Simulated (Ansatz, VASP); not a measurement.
Two plane-wave programs on ZrS2

Contents of POSCAR:

```
ZrS2
1.0
    3.6913825500      0.0000000000      0.0000000000
   -1.8456912700      3.1968310600      0.0000000000
    0.0000000000      0.0000000000      6.0410770100
Zr S
1 2
Direct
    0.0000000000      0.0000000000      0.0000000000
    0.6666666700      0.3333333300      0.7620900300
    0.3333333300      0.6666666700      0.2379099700
```

Contents of INCAR.step1:

```
PREC = Accurate
ENCUT = 550
ISMEAR = 0
SIGMA = 0.1
LREAL = False
LASPH = True
NELM = 120
NBANDS = 19
GGA = PE
ALGO = Normal
EDIFF = 1E-5
LWAVE = True
LCHARG = False
GGA_COMPAT = False
```

Contents of INCAR.step2:

```
PREC = Accurate
ENCUT = 550
EDIFF = 1E-6
ISMEAR = 0
SIGMA = 0.1
LREAL = False
LASPH = True
NELM = 120
ALGO = Normal
ISIF = 2
LWAVE = False
LCHARG = False
METAGGA = R2SCAN
LMIXTAU = True
NBANDS = 19
ISTART = 1
GGA_COMPAT = False
```

The input KPOINTS:

```
Automatic mesh
0
Gamma
  6 6 4
```

Input for Ansatz:

```yaml
crystal:
  lattice:
    - [3.69138255, 0.0, 0.0]
    - [-1.84569127, 3.19683106, 0.0]
    - [0.0, 0.0, 6.04107701]
  atoms:
    - { symbol: Zr, position: [0.0, 0.0, 0.0] }
    - { symbol: S, position: [0.66666667, 0.33333333, 0.76209003] }
    - { symbol: S, position: [0.33333333, 0.66666667, 0.23790997] }
basis:
  ecutwfc: 500
kpoints:
  mp_grid: { grid: [6, 6, 4] }
hamiltonian:
  xc: r2scan
  pseudopotentials: { kind: paw, azcp: { folder: soft_1 } }
scf:
  occupations: { method: gaussian, width: 0.1 }
output:
  forces: true
  stress: true
  eigenvalues: true
```

Alike in both runs: task single point; functional r2SCAN; k mesh 6 × 6 × 4; occupations gaussian, width 0.1 eV; no spin polarisation.

|  | VASP | Ansatz |
| --- | --- | --- |
| version | VASP 6.6.1 | Ansatz 0.2.0 |
| potentials or method | VASP PAW PBE potentials, release 64 (Zr_sv, S), cutoff 550 eV | scalar-relativistic, plane waves, PAW |
| valence electrons in the cell | 24 | 24 |

VASP gave:

* gap on the k mesh at the Fermi level (eV): 1.38
* least direct gap on the mesh (eV): 1.95
* pressure (GPa): 0.0
* rms of the force components (eV/Å): 0.011

What did Ansatz give for the same quantities?

gap on the k mesh at the Fermi level (eV): 1.38; least direct gap on the mesh (eV): 1.95; pressure (GPa): 0.1; rms of the force components (eV/Å): 0.010.

VASP's potentials were made for PBE, not for r2SCAN. Atom by atom the forces differ by 0.001 eV/Å (rms over components).
